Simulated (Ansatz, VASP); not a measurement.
One calculation of Rb, two programs

```
Rb
1.0
    -4.45347    4.45347    2.40206
     4.45347   -4.45347    2.40206
     4.45347    4.45347   -2.40206
Rb
2
Direct
  0.62500 0.87500 0.75000
  0.37500 0.12500 0.25000
```

Change from the starting cell: volume scaled by 1, PAW files.

Alike in both runs: task single point; functional PBE; k mesh 9 × 9 × 9; occupations fermi-dirac, width 0.08 eV; no spin polarisation.

|  | VASP | Ansatz |
| --- | --- | --- |
| version | VASP 6.6.1 | Ansatz 0.2.0 |
| potentials or method | VASP PAW PBE potentials, release 64 (Rb_sv) | PAW with Ansatz's default frozen-core files, scalar-relativistic |
| plane-wave cutoff (eV) | 520 | 420 |
| valence electrons in the cell | 18 | 18 |

|  | VASP | Ansatz | Ansatz less VASP |
| --- | --- | --- | --- |
| pressure (GPa) | 0.0 | 0.0 | 0.00 |
